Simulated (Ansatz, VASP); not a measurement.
**Two plane-wave programs on As**

```
CELL_PARAMETERS angstrom
1.90585 1.10034 3.31791
-1.90585 1.10034 3.31791
0.00000 -2.20069 3.31791
ATOMIC_POSITIONS crystal
As 0.23364 0.23364 0.23364
As 0.76636 0.76636 0.76636
```

Alike in both runs: task single point; functional PBE; k mesh 6 × 6 × 6; occupations gaussian, width 0.1 eV; no spin polarisation.

|  | VASP | Ansatz |
| --- | --- | --- |
| version | VASP 6.6.1 | Ansatz 0.2.0 |
| potentials or method | VASP PAW PBE potentials, release 64 (As), cutoff 500 eV | scalar-relativistic, plane waves, PAW |
| valence electrons in the cell | 10 | 30 |

```csv
,VASP,Ansatz,Ansatz less VASP
gap on the k mesh at the Fermi level (eV),none,none,-
pressure (GPa),2.1,1.9,-0.22
"traceless stress, the component that is largest in VASP (GPa)",0.44,0.48,+0.039
rms of the force components (eV/Å),0.303,0.324,+0.0210
```

Atom by atom the forces differ by 0.021 eV/Å (rms over components). A gap of «none» marks a metal or a gap that the smearing closes. VASP's potentials hold 10 valence electrons a cell and Ansatz's 30, so a difference there can come from the potentials and not from the codes.
